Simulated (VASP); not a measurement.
# LiH2 (Fddd) in VASP: relaxation of cell and atoms with PBE

Aim: the relaxation of cell and atoms of LiH2 with PBE.

Program: VASP 6.6.1. These are calculated values, not measurements. Logs are shortened: lines on timing, memory, paths and dates and some standing lists are left out, and cuts for length are marked.

**1. The cell of the first run**

The structure is orthorhombic, space group Fddd (No. 70). The conventional cell has a = 5.220 Å, b = 6.280 Å, c = 7.940 Å, α = 90.00°, β = 90.00°, γ = 90.00°. Li (site symmetry 222) has 12 H at 2.33 to 3.15 Å and 4 Li at 2.85 Å within 3.2 Å. Within 2.7 Å of H (site symmetry -1) lie 6 H at 2.04 to 2.53 Å and 4 Li at 2.33 to 2.64 Å.

The cell was generated, and may not be a known phase.

**2. Relaxation of cell and atoms, PBE**

INCAR

```
ALGO = Normal
EDIFF = 1E-7
EDIFFG = -0.04
ENCUT = 1230
GGA = PE
GGA_COMPAT = F
IBRION = 2
ISIF = 3
ISMEAR = 0
LASPH = T
LCHARG = F
LREAL = F
LWAVE = F
NELM = 120
NELMIN = 4
NSW = 90
PREC = Accurate
SIGMA = 0.1
```

KPOINTS

```
k-points
0
Gamma
  6 6 6
```

POSCAR

```
LiH2
1.0
    0.0000000000      3.1400919300      3.9700822400
    2.6101118900      0.0000000000      3.9700822400
    2.6101118900      3.1400919300      0.0000000000
Li H
2 4
Direct
    0.5000000000      0.5000000000      0.5000000000
    0.7500000000      0.7500000000      0.7500000000
    0.6250000000      0.1250000000      0.1250000000
    0.1250000000      0.1250000000      0.1250000000
    0.1250000000      0.1250000000      0.6250000000
    0.1250000000      0.6250000000      0.1250000000
```

Potentials or basis: VASP PAW PBE potentials, release 64 (Li_sv, H_h).

Run with:

```
$ cat potpaw_PBE.64/Li_sv/POTCAR potpaw_PBE.64/H_h/POTCAR > POTCAR
$ mpirun -np 1 vasp_std > vasp.out
```

OUTCAR:

```text
EDIFF = 1E-7
   EDIFFG = -0.04
   ENCUT = 1230
   GGA = PE
   IBRION = 2
   ISIF = 3
   ISMEAR = 0
   LASPH = T
   LREAL = F
   NELM = 120
   NELMIN = 4
   NSW = 90
   PREC = Accurate

 ion  position               nearest neighbor table
   1  0.500  0.500  0.500-
   2  0.750  0.750  0.750-
   3  0.625  0.125  0.125-
   4  0.125  0.125  0.125-
   5  0.125  0.125  0.625-
   6  0.125  0.625  0.125-

  LATTYP: Found a face centered orthorhombic cell.
 ALAT       =     5.2202237800
 B/A-ratio  =     1.2030487819
 C/A-ratio  =     1.5210391000

  Lattice vectors:

 A1 = (   0.0000000000,   3.1400919300,   3.9700822400)
 A2 = (   2.6101118900,   0.0000000000,   3.9700822400)
 A3 = (   2.6101118900,   3.1400919300,   0.0000000000)

Analysis of symmetry for initial positions (statically):
=====================================================================
 Subroutine PRICEL returns:
 Original cell was already a primitive cell.

 Routine SETGRP: Setting up the symmetry group for a
 face centered orthorhombic supercell.

 Subroutine GETGRP returns: Found  8 space group operations
 (whereof  4 operations were pure point group operations)
 out of a pool of  8 trial point group operations.

The static configuration has the point symmetry D_2 .
 The point group associated with its full space group is D_2h.

Analysis of symmetry for dynamics (positions and initial velocities):
=====================================================================
 Subroutine PRICEL returns:
 Original cell was already a primitive cell.

 Routine SETGRP: Setting up the symmetry group for a
 face centered orthorhombic supercell.

 Subroutine GETGRP returns: Found  8 space group operations
 (whereof  4 operations were pure point group operations)
 out of a pool of  8 trial point group operations.

The dynamic configuration has the point symmetry D_2 .
 The point group associated with its full space group is D_2h.

 Subroutine INISYM returns: Found  8 space group operations
 (whereof  4 operations are pure point group operations),
 and found     1 'primitive' translations

----------------------------------------------------------------------------------------

                                     Primitive cell

  volume of cell :      65.0775

  direct lattice vectors                    reciprocal lattice vectors
     0.000000000  3.140091930  3.970082240    -0.191562669  0.159231007  0.125941975
     2.610111890  0.000000000  3.970082240     0.191562669 -0.159231007  0.125941975
     2.610111890  3.140091930  0.000000000     0.191562669  0.159231007 -0.125941975

  length of vectors
     5.061791217  4.751235320  4.083241532     0.279127481  0.279127481  0.279127481

  position of ions in fractional coordinates (direct lattice)
     0.500000000  0.500000000  0.500000000
     0.750000000  0.750000000  0.750000000
     0.625000000  0.125000000  0.125000000
     0.125000000  0.125000000  0.125000000
     0.125000000  0.125000000  0.625000000
     0.125000000  0.625000000  0.125000000

  ion indices of the primitive-cell ions
   primitive index   ion index
                 1           1
                 2           2
                 3           3
                 4           4
                 5           5
                 6           6

----------------------------------------------------------------------------------------

 KPOINTS: k-points

Automatic generation of k-mesh.
 Grid dimensions read from file:
 generate k-points for:    6    6    6

 Generating k-lattice:

  Cartesian coordinates                     Fractional coordinates (reciprocal lattice)
    -0.031927111  0.026538501  0.020990329     0.166666667  0.000000000  0.000000000
     0.031927111 -0.026538501  0.020990329    -0.000000000  0.166666667 -0.000000000
     0.031927111  0.026538501 -0.020990329     0.000000000  0.000000000  0.166666667

  Length of vectors
     0.046521247  0.046521247  0.046521247

  Shift w.r.t. Gamma in fractional coordinates (k-lattice)
     0.000000000  0.000000000  0.000000000

 Subroutine IBZKPT returns following result:
 ===========================================

 Found     46 irreducible k-points:

 Following reciprocal coordinates:
            Coordinates               Weight
  0.000000  0.000000  0.000000      1.000000
  0.166667  0.000000  0.000000      8.000000
  0.333333 -0.000000 -0.000000      8.000000
  0.500000 -0.000000 -0.000000      4.000000
  0.166667  0.166667  0.000000      2.000000
  0.333333  0.166667 -0.000000      8.000000
[... 16 lines left out ...]
 -0.166667  0.166667  0.166667      8.000000
  0.500000  0.333333  0.166667      4.000000
 [... further k-points ...]
   k-points           NKPTS =     46   k-points in BZ     NKDIM =     46   number of bands    NBANDS=      9
   number of dos      NEDOS =    301   number of ions     NIONS =      6
   total plane-waves  NPLWV = 155520
   dimension x,y,z NGX =    60 NGY =   54 NGZ =   48
   dimension x,y,z NGXF=   120 NGYF=  108 NGZF=   96
   ions per type =               2   4
   NGX,Y,Z   is equivalent  to a cutoff of  19.71, 18.89, 19.54 a.u.
   NGXF,Y,Z  is equivalent  to a cutoff of  39.41, 37.79, 39.09 a.u.
 SYSTEM =  unknown system
   PREC   = accura    normal or accurate (medium, high low for compatibility)
   ISTART =      0    job   : 0-new  1-cont  2-samecut
   ICHARG =      2    charge: 1-file 2-atom 10-const
   ISPIN  =      1    spin polarized calculation?
   LNONCOLLINEAR =      F non collinear calculations
   LSORBIT =      F    spin-orbit coupling
   LASPH  =      T    aspherical Exc in radial PAW
   ENCUT  = 1230.0 eV  90.40 Ry    9.51 a.u.  14.47 13.59 11.68*2*pi/ulx,y,z
   NELM   =    120;   NELMIN=  4; NELMDL= -5     # of ELM steps
   EDIFF  = 0.1E-06   stopping-criterion for ELM
   LREAL  =      F    real-space projection
   EDIFFG = -.4E-01   stopping-criterion for IOM
   NSW    =     90    number of steps for IOM
   IBRION =      2    ionic relax: 0-MD 1-quasi-New 2-CG
   NFREE  =      1    steps in history (QN), initial steepest desc. (CG)
   ISIF   =      3    stress and relaxation
   ISYM   =      2    0-nonsym 1-usesym 2-fastsym
   POTIM  = 0.5000    time-step for ionic-motion
   TEBEG  =    0.0;   TEEND  =   0.0 temperature during run
   PSTRESS=    0.0 pullay stress
   NELECT =      10.0000    total number of electrons
   NUPDOWN=      -1.0000    fix difference up-down
   EMIN   =  10.00;   EMAX   =-10.00  energy-range for DOS
   EFERMI =   0.00;   METHOD = LEGACY
   ISMEAR =     0;   SIGMA  =   0.10  broadening in eV -4-tet -1-fermi 0-gaus
   EFERMI_NEDOS =   21; number of points for ismear=-14 and -15
   IALGO  =     38    algorithm
   IMIX   =      4    mixing-type and parameters
     AMIX     =   0.40;   BMIX     =  1.00
     AMIX_MAG =   1.60;   BMIX_MAG =  1.00
  volume/ion in A,a.u.               =      10.85        73.19
  Fermi-wavevector in a.u.,A,eV,Ry     =   0.876862  1.657029 10.461338  0.768887
  Thomas-Fermi vector in A             =   1.996731
   LORBIT       =      0    0 simple, 1 ext, 2 COOP (PROOUT), +10 PAW based schemes
   GGA     = PE    functional components
   LHFCALC =     F    Hartree Fock is set to
   AEXX    =    0.0000 exact exchange contribution
   IVDW    =     0    specifies the selected vdW correction
   LEPSILON=     F    determine dielectric tensor
   LRPA    =     F    only Hartree local field effects (RPA)
 conjugate gradient relaxation of ions
 non-spin polarized calculation
 Gauss-broadening in eV      SIGMA  =   0.10
  energy-cutoff  :     1230.00
  volume of cell :       65.08
 maximum number of plane-waves:      6406
 NGX is ok and might be reduce to    60
   NGX = 29   NGY = 27   NGZ = 23

--------------------------------------- Ionic step        1  -------------------------------------------

 number of electron      10.0000000 magnetization

 Free energy of the ion-electron system (eV)
  ---------------------------------------------------
  ext. energy  EPLUGINS =         0.00000000
  ---------------------------------------------------
  free energy    TOTEN  =       -13.40896184 eV

  energy without entropy =      -13.40556373  energy(sigma->0) =      -13.40726278

------------------------ aborting loop because EDIFF is reached ----------------------------------------

  FORCE on cell =-STRESS in cart. coord.  units (eV):
  Direction    XX          YY          ZZ          XY          YZ          ZX
  --------------------------------------------------------------------------------------
  -------------------------------------------------------------------------------------
  Total       -5.6556105     -6.1437675      1.1665155      0.0000000      0.0000000      0.0000000
  in kB     -139.2384204   -151.2566130     28.7190538      0.0000000      0.0000000      0.0000000
  external PRESSURE =     -87.2586599 kB  Pullay stress =       0.0000000 kB
[... 687 lines left out ...]
 k-point    24 :       0.5000    0.3333    0.1667
  band No.  band energies     occupation
      1     -40.0124      2.00000
      2     -39.9207      2.00000
      3      -6.1917      2.00000
      4      -5.4217      2.00000
      5      10.2459      0.00000
      6      14.2790      0.00000
      7      15.1375      0.00000
      8      15.6462      0.00000
      9      20.2483      0.00000

 [... further k-points ...]

[... ionic steps 4 to 8 ...]

--------------------------------------- Ionic step        9  -------------------------------------------

 number of electron      10.0000001 magnetization

------------------------ aborting loop because EDIFF is reached ----------------------------------------

  FORCE on cell =-STRESS in cart. coord.  units (eV):
  Direction    XX          YY          ZZ          XY          YZ          ZX
  --------------------------------------------------------------------------------------
  -------------------------------------------------------------------------------------
  Total        0.8303291      0.9897884      0.3116332      0.0000000      0.0000000      0.0000000
  in kB       34.7062859     41.3714004     13.0257140      0.0000000      0.0000000      0.0000000
  external PRESSURE =      29.7011334 kB  Pullay stress =       0.0000000 kB
[... 362 lines left out ...]
  energy  without entropy=      -16.1668015598  energy(sigma->0) =      -16.16680156

--------------------------------------- Ionic step       11  -------------------------------------------

 number of electron      10.0000000 magnetization

 Free energy of the ion-electron system (eV)
  ---------------------------------------------------
  ext. energy  EPLUGINS =         0.00000000
  ---------------------------------------------------
  free energy    TOTEN  =       -16.16909137 eV

  energy without entropy =      -16.16909137  energy(sigma->0) =      -16.16909137

 E-fermi :   2.3972     XC(G=0):  -8.6524

 val. band max:        1.9848872598   @ k =   0.3333   0.0000   0.3333
 cond. band min:       2.8644950680   @ k =   0.5000  -0.0000  -0.0000
 fundamental gap:      0.8796078082
 Fermi energy:         2.3972052703

 k-point     1 :       0.0000    0.0000    0.0000
  band No.  band energies     occupation
      1     -44.6976      2.00000
      2     -44.6646      2.00000
      3      -7.4401      2.00000
      4      -5.0014      2.00000
      5       3.7879      0.00000
      6       6.8826      0.00000
      7       7.1496      0.00000
      8      10.3781      0.00000
      9      11.2648      0.00000
[... 309 lines left out ...]
  FREE ENERGIE OF THE ION-ELECTRON SYSTEM (eV)
  ---------------------------------------------------
  free  energy   TOTEN  =       -16.1690913686 eV

  energy  without entropy=      -16.1690913685  energy(sigma->0) =      -16.16909137

 reached required accuracy - stopping structural energy minimisation
```

Run time: 12 min. Hardware: 1 thread of Intel Xeon Platinum 8259CL at 2.50GHz (Skylake/Cascade Lake), shared host; peak memory 0.47 GiB.

What came out:

```
Free energy                           : -16.1691 eV
Relaxed volume                        : 6.81 Å³/atom
Relaxed cell                          : a = 5.289 Å, b = 5.184 Å, c = 2.926 Å, α = 75.74°, β = 71.82°, γ = 32.43°
Space group after relaxing (to 0.1 Å) : Fddd (No. 70)
Pressure after relaxing               : 0.0 GPa
Band gap on the k mesh                : zero (bands 5 and 6 overlap by 7.64 eV)
```

Final structure:
```
CELL_PARAMETERS angstrom
0.00000 2.19723 4.81068
1.93297 0.00000 4.81068
1.93297 2.19723 0.00000
ATOMIC_POSITIONS crystal
Li 0.50000 0.50000 0.50000
Li 0.75000 0.75000 0.75000
H 0.62500 0.12500 0.12500
H 0.12500 0.12500 0.12500
H 0.12500 0.12500 0.62500
H 0.12500 0.62500 0.12500
```

Levels at points of the mesh, in eV from the Fermi level:
```csv
k point,band 2,band 3,band 4,band 5,band 6,band 7,band 8,band 9
"(0.00, 0.00, 0.00)",-47.06,-9.84,-7.40,1.39,4.49,4.75,7.98,8.87
"(0.50, 0.00, 0.00)",-47.06,-7.84,-4.91,-4.13,0.47,4.24,5.85,7.45
"(0.50, 0.50, 0.00)",-47.08,-8.86,-8.86,4.34,4.34,5.65,5.65,9.11
"(0.50, 0.00, 0.50)",-47.06,-4.30,-4.30,-2.50,-2.50,3.69,3.69,3.87
"(0.00, 0.50, 0.50)",-47.06,-3.78,-3.78,-3.30,-3.30,3.73,3.73,4.55
```

Caveat: the volume moved by over 15 % at a fixed basis, so the end points are rough.

The gap in the log of VASP goes by the Fermi energy; the results here count the filled bands.